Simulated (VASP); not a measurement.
Write the native input for VASP 6.6.1 that does the following.

* Task: single point
* Functional: LDA
* Potentials or basis: VASP PAW LDA potentials, release 64 (Nb_sv, Pd)
* Cutoff: 520 eV
* k mesh: 3 × 3 × 1
* Occupations: gaussian, width 0.05 eV
* Spin: no spin polarisation
* Dipole correction: no
* Further INCAR settings: LREAL = Auto; ALGO = Normal; EDIFF = 1e-07; NBANDS = 123

The structure of Nb16Pd lies in POSCAR:

```
Nb16Pd
1.0
    6.6000000000      0.0000000000      0.0000000000
    0.0000000000      6.6000000000      0.0000000000
    0.0000000000      0.0000000000     16.9500000000
Nb Pd
16 1
Direct
    0.2500000000      0.2500000000      0.0589971091
    0.7500000000      0.2500000000      0.0589971091
    0.2500000000      0.7500000000      0.0589971091
    0.7500000000      0.7500000000      0.0589971091
    0.0010063636     -0.0010504545      0.1401506195
    0.4982057576     -0.0011112121      0.1401560472
    0.0010606061      0.5017425758      0.1401566372
    0.4981498485      0.5018039394      0.1401433628
    0.2495443939      0.2504472727      0.2400646608
    0.7487919697      0.2510713636      0.2334920944
    0.2491553030      0.7507471212      0.2387900295
    0.7494806061      0.7503893939      0.2400629499
   -0.0048901515      0.0048269697      0.3229777581
    0.5027957576      0.0032143939      0.3231772861
   -0.0034557576      0.4969883333      0.3231566962
    0.5009610606      0.4989907576      0.3234050147
    0.7481412121      1.2516534848      0.4028785841
```

One way to write it, as run:

INCAR

```
SYSTEM = Nb16Pd
ALGO = Normal
EDIFF = 1E-7
ENCUT = 520
GGA = CA
ISIF = 2
ISMEAR = 0
LASPH = .True.
LCHARG = .False.
LREAL = Auto
LWAVE = .False.
NBANDS = 123
NELM = 60
PREC = Accurate
SIGMA = 0.05
```

KPOINTS

```
k-points
0
Gamma
  3 3 1
  0 0 0
```

Potentials or basis: VASP PAW LDA potentials, release 64 (Nb_sv, Pd).

Run with:

```console
$ cat potpaw_LDA.64/Nb_sv/POTCAR potpaw_LDA.64/Pd/POTCAR > POTCAR
$ mpirun -np 1 vasp_std > vasp.out
```

Results of the run:

```yaml
Largest_force: 0.044 eV/Å
Band_gap_on_the_k_mesh: zero (bands 109 and 110 overlap by 0.15 eV)
```

Caveat: there is no dipole correction, which matters where the two faces differ.

Run time: 33 min on 1 thread of Intel(R) Xeon(R) Platinum 8488C (Sapphire Rapids), on a shared host, peak memory 0.68 GiB.
